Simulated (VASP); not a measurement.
# Ga2P (P4/nmm) in VASP: relaxation of cell and atoms with PBE

Aim: the relaxation of cell and atoms of Ga2P with PBE.

Everything below comes from runs of VASP 6.6.1. Logs are shortened: lines on timing, memory, paths and dates and some standing lists are left out, and cuts for length are marked.

### 1 The cell of the first run

It takes space group P4/nmm (No. 129, tetragonal). Conventional cell: a = 3.709 Å, b = 3.709 Å, c = 7.921 Å, α = 90.00°, β = 90.00°, γ = 90.00°. Within 3.5 Å of Ga (site symmetry -4m2) lie 8 Ga at 2.62 to 3.41 Å and 4 P at 3.13 Å. Ga (site symmetry 4mm) has 5 P at 2.54 to 2.64 Å and 8 Ga at 3.41 to 3.42 Å within 3.5 Å. Within 3.3 Å of P (site symmetry 4mm) lie 9 Ga at 2.54 to 3.13 Å.

### 2 Relaxation of cell and atoms, PBE

Contents of INCAR:

```
PREC = Accurate
ENCUT = 500
EDIFF = 1E-7
ISMEAR = 0
SIGMA = 0.1
LREAL = False
LASPH = True
NELM = 120
ALGO = Normal
ISIF = 3
LWAVE = False
LCHARG = False
GGA = PE
IBRION = 2
NSW = 100
EDIFFG = -0.01
GGA_COMPAT = False
NELMIN = 4
```

Contents of KPOINTS:

```
Automatic mesh
0
Gamma
  10 10 6
```

Contents of POSCAR:

```
Ga2P
1.0
    3.7091625396      0.0000000000      0.0000000000
    0.0000000000      3.7091625396      0.0000000000
    0.0000000000      0.0000000000      7.9205446264
Ga P
4 2
Direct
    0.0000000000      0.0000000000      0.0000000000
    0.5000000000      0.5000000000      0.0000000000
    0.0000000000      0.5000000000      0.3612207275
    0.5000000000      0.0000000000      0.6387792725
    0.0000000000      0.5000000000      0.6812936790
    0.5000000000      0.0000000000      0.3187063210
```

Potentials or basis: VASP PAW PBE potentials, release 64 (Ga_d, P).

Command:

```bash
cat potpaw_PBE.64/Ga_d/POTCAR potpaw_PBE.64/P/POTCAR > POTCAR
mpirun -np 1 vasp_std > vasp.out
```

OUTCAR:

```text
PREC = Accurate
   ENCUT = 500
   EDIFF = 1E-7
   ISMEAR = 0
   LREAL = False
   LASPH = True
   NELM = 120
   ISIF = 3
   GGA = PE
   IBRION = 2
   NSW = 100
   EDIFFG = -0.01
   NELMIN = 4

 ion  position               nearest neighbor table
   1  0.000  0.000  0.000-   2 2.62   2 2.62   2 2.62   2 2.62
   2  0.500  0.500  0.000-   1 2.62   1 2.62   1 2.62   1 2.62
   3  0.000  0.500  0.361-   5 2.54   6 2.64   6 2.64   6 2.64   6 2.64
   4  0.500  0.000  0.639-   6 2.54   5 2.64   5 2.64   5 2.64   5 2.64
   5  0.000  0.500  0.681-   3 2.54   4 2.64   4 2.64   4 2.64   4 2.64
   6  0.500  0.000  0.319-   4 2.54   3 2.64   3 2.64   3 2.64   3 2.64

  LATTYP: Found a simple tetragonal cell.
 ALAT       =     3.7091625396
 C/A-ratio  =     2.1353997140

  Lattice vectors:

 A1 = (   3.7091625396,   0.0000000000,   0.0000000000)
 A2 = (   0.0000000000,   3.7091625396,   0.0000000000)
 A3 = (   0.0000000000,   0.0000000000,   7.9205446264)

Analysis of symmetry for initial positions (statically):
=====================================================================
 Subroutine PRICEL returns:
 Original cell was already a primitive cell.

 Routine SETGRP: Setting up the symmetry group for a
 simple tetragonal supercell.

 Subroutine GETGRP returns: Found 16 space group operations
 (whereof  8 operations were pure point group operations)
 out of a pool of 16 trial point group operations.

The static configuration has the point symmetry D_2d.
 The point group associated with its full space group is D_4h.

Analysis of symmetry for dynamics (positions and initial velocities):
=====================================================================
 Subroutine PRICEL returns:
 Original cell was already a primitive cell.

 Routine SETGRP: Setting up the symmetry group for a
 simple tetragonal supercell.

 Subroutine GETGRP returns: Found 16 space group operations
 (whereof  8 operations were pure point group operations)
 out of a pool of 16 trial point group operations.

The dynamic configuration has the point symmetry D_2d.
 The point group associated with its full space group is D_4h.

 Subroutine INISYM returns: Found 16 space group operations
 (whereof  8 operations are pure point group operations),
 and found     1 'primitive' translations

----------------------------------------------------------------------------------------

                                     Primitive cell

  volume of cell :     108.9700

  direct lattice vectors                    reciprocal lattice vectors
     3.709162540  0.000000000  0.000000000     0.269602637  0.000000000  0.000000000
     0.000000000  3.709162540  0.000000000     0.000000000  0.269602637  0.000000000
     0.000000000  0.000000000  7.920544626     0.000000000  0.000000000  0.126253944

  length of vectors
     3.709162540  3.709162540  7.920544626     0.269602637  0.269602637  0.126253944

  position of ions in fractional coordinates (direct lattice)
     0.000000000  0.000000000  0.000000000
     0.500000000  0.500000000  0.000000000
     0.000000000  0.500000000  0.361220727
     0.500000000  0.000000000  0.638779273
     0.000000000  0.500000000  0.681293679
     0.500000000  0.000000000  0.318706321

  ion indices of the primitive-cell ions
   primitive index   ion index
                 1           1
                 2           2
                 3           3
                 4           4
                 5           5
                 6           6

----------------------------------------------------------------------------------------

 KPOINTS: Automatic mesh

Automatic generation of k-mesh.
 Grid dimensions read from file:
 generate k-points for:   10   10    6

 Generating k-lattice:

  Cartesian coordinates                     Fractional coordinates (reciprocal lattice)
     0.026960264  0.000000000  0.000000000     0.100000000  0.000000000  0.000000000
     0.000000000  0.026960264  0.000000000     0.000000000  0.100000000  0.000000000
     0.000000000  0.000000000  0.021042324     0.000000000  0.000000000  0.166666667

  Length of vectors
     0.026960264  0.026960264  0.021042324

  Shift w.r.t. Gamma in fractional coordinates (k-lattice)
     0.000000000  0.000000000  0.000000000

 Subroutine IBZKPT returns following result:
 ===========================================

 Found     84 irreducible k-points:

 Following reciprocal coordinates:
            Coordinates               Weight
  0.000000  0.000000  0.000000      1.000000
  0.100000  0.000000  0.000000      4.000000
  0.200000  0.000000  0.000000      4.000000
  0.300000  0.000000  0.000000      4.000000
  0.400000  0.000000  0.000000      4.000000
  0.500000  0.000000  0.000000      2.000000
[... 16 lines left out ...]
  0.100000  0.000000  0.166667      8.000000
  0.200000  0.000000  0.166667      8.000000
 [... further k-points ...]
   k-points           NKPTS =     84   k-points in BZ     NKDIM =     84   number of bands    NBANDS=     37
   number of dos      NEDOS =    301   number of ions     NIONS =      6
   total plane-waves  NPLWV =  47040
   dimension x,y,z NGX =    28 NGY =   28 NGZ =   60
   dimension x,y,z NGXF=    56 NGYF=   56 NGZF=  120
   ions per type =               4   2
   NGX,Y,Z   is equivalent  to a cutoff of  12.55, 12.55, 12.59 a.u.
   NGXF,Y,Z  is equivalent  to a cutoff of  25.10, 25.10, 25.19 a.u.
 SYSTEM =  unknown system
   PREC   = accura    normal or accurate (medium, high low for compatibility)
   ISTART =      0    job   : 0-new  1-cont  2-samecut
   ICHARG =      2    charge: 1-file 2-atom 10-const
   ISPIN  =      1    spin polarized calculation?
   LNONCOLLINEAR =      F non collinear calculations
   LSORBIT =      F    spin-orbit coupling
   LASPH  =      T    aspherical Exc in radial PAW
   ENCUT  =  500.0 eV  36.75 Ry    6.06 a.u.   6.76  6.76 14.44*2*pi/ulx,y,z
   NELM   =    120;   NELMIN=  4; NELMDL= -5     # of ELM steps
   EDIFF  = 0.1E-06   stopping-criterion for ELM
   LREAL  =      F    real-space projection
   EDIFFG = -.1E-01   stopping-criterion for IOM
   NSW    =    100    number of steps for IOM
   IBRION =      2    ionic relax: 0-MD 1-quasi-New 2-CG
   NFREE  =      1    steps in history (QN), initial steepest desc. (CG)
   ISIF   =      3    stress and relaxation
   ISYM   =      2    0-nonsym 1-usesym 2-fastsym
   POTIM  = 0.5000    time-step for ionic-motion
   TEBEG  =    0.0;   TEEND  =   0.0 temperature during run
   PSTRESS=    0.0 pullay stress
   NELECT =      62.0000    total number of electrons
   NUPDOWN=      -1.0000    fix difference up-down
   EMIN   =  10.00;   EMAX   =-10.00  energy-range for DOS
   EFERMI =   0.00;   METHOD = LEGACY
   ISMEAR =     0;   SIGMA  =   0.10  broadening in eV -4-tet -1-fermi 0-gaus
   EFERMI_NEDOS =   21; number of points for ismear=-14 and -15
   IALGO  =     38    algorithm
   IMIX   =      4    mixing-type and parameters
     AMIX     =   0.40;   BMIX     =  1.00
     AMIX_MAG =   1.60;   BMIX_MAG =  1.00
  volume/ion in A,a.u.               =      18.16       122.56
  Fermi-wavevector in a.u.,A,eV,Ry     =   1.356552  2.563512 25.037897  1.840234
  Thomas-Fermi vector in A             =   2.483546
   LORBIT       =      0    0 simple, 1 ext, 2 COOP (PROOUT), +10 PAW based schemes
   GGA     = PE    functional components
   LHFCALC =     F    Hartree Fock is set to
   AEXX    =    0.0000 exact exchange contribution
   IVDW    =     0    specifies the selected vdW correction
   LEPSILON=     F    determine dielectric tensor
   LRPA    =     F    only Hartree local field effects (RPA)
 conjugate gradient relaxation of ions
 non-spin polarized calculation
 Gauss-broadening in eV      SIGMA  =   0.10
  energy-cutoff  :      500.00
  volume of cell :      108.97
 maximum number of plane-waves:      2804
 NGX is ok and might be reduce to    28
   NGX = 13   NGY = 13   NGZ = 29

--------------------------------------- Ionic step        1  -------------------------------------------

 number of electron      61.9999975 magnetization

 Free energy of the ion-electron system (eV)
  ---------------------------------------------------
  ext. energy  EPLUGINS =         0.00000000
  ---------------------------------------------------
  free energy    TOTEN  =       -22.07511012 eV

  energy without entropy =      -22.06588154  energy(sigma->0) =      -22.07049583

------------------------ aborting loop because EDIFF is reached ----------------------------------------

  FORCE on cell =-STRESS in cart. coord.  units (eV):
  Direction    XX          YY          ZZ          XY          YZ          ZX
  --------------------------------------------------------------------------------------
  -------------------------------------------------------------------------------------
  Total        0.1560359      0.1560359     -0.4625782      0.0000000      0.0000000      0.0000000
  in kB        2.2941849      2.2941849     -6.8012540      0.0000000      0.0000000      0.0000000
  external PRESSURE =      -0.7376281 kB  Pullay stress =       0.0000000 kB
[... 101 lines left out ...]
  FREE ENERGIE OF THE ION-ELECTRON SYSTEM (eV)
  ---------------------------------------------------
  free  energy   TOTEN  =       -22.0773187148 eV

  energy  without entropy=      -22.0675650400  energy(sigma->0) =      -22.07244188

[... ionic steps 4 to 7 ...]

--------------------------------------- Ionic step        8  -------------------------------------------

 number of electron      61.9999987 magnetization

------------------------ aborting loop because EDIFF is reached ----------------------------------------

  FORCE on cell =-STRESS in cart. coord.  units (eV):
  Direction    XX          YY          ZZ          XY          YZ          ZX
  --------------------------------------------------------------------------------------
  -------------------------------------------------------------------------------------
  Total        0.0288556      0.0288556      0.0348345      0.0000000      0.0000000      0.0000000
  in kB        0.4253603      0.4253603      0.5134948      0.0000000      0.0000000      0.0000000
  external PRESSURE =       0.4547385 kB  Pullay stress =       0.0000000 kB
[... 65 lines left out ...]
  energy  without entropy=      -22.0679380431  energy(sigma->0) =      -22.07289672

--------------------------------------- Ionic step       10  -------------------------------------------

 number of electron      61.9999988 magnetization

 Free energy of the ion-electron system (eV)
  ---------------------------------------------------
  ext. energy  EPLUGINS =         0.00000000
  ---------------------------------------------------
  free energy    TOTEN  =       -22.07787948 eV

  energy without entropy =      -22.06796325  energy(sigma->0) =      -22.07292137

 E-fermi :   6.0863     XC(G=0): -10.8865

 val. band max:        6.0787594218   @ k =   0.3000   0.2000   0.1667
 cond. band min:       6.1050367756   @ k =   0.1000   0.1000   0.0000
 fundamental gap:      0.0262773537
 Fermi energy:         6.0862728028

 k-point     1 :       0.0000    0.0000    0.0000
  band No.  band energies     occupation
      1      -9.2523      2.00000
      2      -9.1124      2.00000
      3      -9.0909      2.00000
      4      -8.9593      2.00000
      5      -8.9593      2.00000
      6      -8.8717      2.00000
[... 949 lines left out ...]
     36      10.2922      0.00000
     37      11.1963      0.00000

 [... further k-points ...]
[... 5 lines left out ...]
  --------------------------------------------------------------------------------------
  -------------------------------------------------------------------------------------
  Total        0.0042712      0.0042712      0.0073996      0.0000000      0.0000000      0.0000000
  in kB        0.0629397      0.0629397      0.1090404      0.0000000      0.0000000      0.0000000
  external PRESSURE =       0.0783066 kB  Pullay stress =       0.0000000 kB
[... 21 lines left out ...]
  FREE ENERGIE OF THE ION-ELECTRON SYSTEM (eV)
  ---------------------------------------------------
  free  energy   TOTEN  =       -22.0778794799 eV

  energy  without entropy=      -22.0679632534  energy(sigma->0) =      -22.07292137

 reached required accuracy - stopping structural energy minimisation
```

Run time: 45 min. Hardware: 1 thread of Intel Xeon 8259CL, shared host; peak memory 0.38 GiB.

Results:

| Item | Value |
| --- | --- |
| Free energy | -22.0779 eV |
| Relaxed volume | 18.12 Å³/atom |
| Relaxed cell | a = 3.718 Å, b = 3.718 Å, c = 7.864 Å, α = 90.00°, β = 90.00°, γ = 90.00° |
| Space group after relaxing (to 0.1 Å) | P4/nmm (No. 129) |
| Energy gained by relaxing | 0.5 meV/atom |
| Ionic steps | 10 |
| Pressure after relaxing | 0.0 GPa |
| Largest force after relaxing | 0.009 eV/Å |
| Band gap on the k mesh | zero (bands 31 and 32 overlap by 5.89 eV) |

Forces in eV/Å, atoms in the order of the input:
```
Ga   0.000  0.000  0.000
Ga   0.000  0.000  0.000
Ga   0.000  0.000  0.009
Ga   0.000  0.000 -0.009
P    0.000  0.000  0.001
P    0.000  0.000 -0.001
```

Step by step:
```
step  energy change (eV)  largest force (eV/Å)  pressure (GPa)  volume (Å³)
   1              0.0000                0.0568           -0.07       108.97
   2             -0.0018                0.0363            0.00       108.84
   3             -0.0022                0.0519            0.06       108.73
   4             -0.0025                0.0346           -0.04       108.84
   5             -0.0026                0.0212           -0.11       108.93
   6             -0.0027                0.0102            0.03       108.74
   7             -0.0027                0.0101            0.02       108.73
   8             -0.0027                0.0105            0.05       108.69
   9             -0.0027                0.0111            0.02       108.70
  10             -0.0028                0.0089            0.01       108.73
```

Final structure:
```
Ga P
1.0
     3.71829    0.00000    0.00000
     0.00000    3.71829    0.00000
     0.00000    0.00000    7.86400
Ga P
4 2
Direct
  0.00000 0.00000 0.00000
  0.50000 0.50000 0.00000
  0.00000 0.50000 0.36220
  0.50000 0.00000 0.63780
  0.00000 0.50000 0.68280
  0.50000 0.00000 0.31720
```

The gap in the log of VASP goes by the Fermi energy; the results here count the filled bands.